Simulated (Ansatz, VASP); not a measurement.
**CoH3 in VASP and in Ansatz**

```xyz
8
Lattice="4.3412 0.0000 0.0000 -2.1706 3.7596 0.0000 0.0000 0.0000 2.5675" Properties=species:S:1:pos:R:3 pbc="T T T"
Co    0.0000    2.5064    0.6419
Co    2.1706    1.2532    1.9256
H     1.1538    2.6120    1.9256
H    -0.4855    1.4543    1.9256
H    -0.6684    3.4528    1.9256
H     1.0168    1.1476    0.6419
H     2.6561    2.3052    0.6419
H     2.8390    0.3067    0.6419
```

Change from the starting cell: the structure that the rattled cell fell into.

Alike in both runs: functional PBE; k mesh 12 × 12 × 12; occupations gaussian, width 0.1 eV; no spin polarisation.

Ansatz relaxed the structure, and its values are those at the end. VASP's run is a single point on that final structure, the one shown.

|  | VASP | Ansatz |
| --- | --- | --- |
| version | VASP 6.6.1 | Ansatz 0.2.0 |
| potentials or method | VASP PAW PBE potentials, release 64 (Co, H), cutoff 520 eV | scalar-relativistic, plane waves, PAW |
| valence electrons in the cell | 24 | 40 |

|  | VASP | Ansatz | Ansatz less VASP |
| --- | --- | --- | --- |
| gap on the k mesh at the Fermi level (eV) | none | none | - |
| pressure (GPa) | -0.2 | 0.0 | +0.27 |
| rms of the force components (eV/Å) | 0.003 | 0.001 | -0.0021 |

A gap of «none» marks a metal or a gap that the smearing closes. VASP's potentials hold 24 valence electrons a cell and Ansatz's 40, so a difference there can come from the potentials and not from the codes.
